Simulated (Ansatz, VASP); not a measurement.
Two plane-wave programs on Ni

```xyz
1
Lattice="2.3293 0.0000 0.0000 0.0000 2.3293 0.0000 0.0000 0.0000 2.3293" Properties=species:S:1:pos:R:3 pbc="T T T"
Ni    0.0000    0.0000    0.0000
```

Alike in both runs: task electric field gradients; functional r2SCAN; k mesh 16 × 16 × 16; occupations fermi-dirac, width 0.05 eV; collinear spin.

```csv
,VASP,Ansatz
version,VASP 6.6.1,Ansatz 0.2.0
potentials or method,"VASP PAW PBE potentials, release 64 (Ni)","PAW with Ansatz's default frozen-core files, scalar-relativistic"
plane-wave cutoff (eV),520,500
valence electrons in the cell,10,18
```

Ansatz gave:

```
pressure (GPa)                                                : -4.6
net moment per atom (μB)                                      : 0.85
size of the moment on the site where the two differ most (μB) : 0.89
```

**Question.** Estimate VASP's values.

**Answer.** Pressure (GPa): -4.4; net moment per atom (μB): 0.85; size of the moment on the site where the two differ most (μB): 0.86.

VASP's potentials were made for PBE, not for r2SCAN. Site moments also hang on the region over which each program counts them. With one functional, cell and mesh, what is left measures potentials, basis and numerics. VASP's potentials hold 10 valence electrons a cell and Ansatz's 18, so a difference there can come from the potentials and not from the codes. Ansatz's warnings: stability check not made.
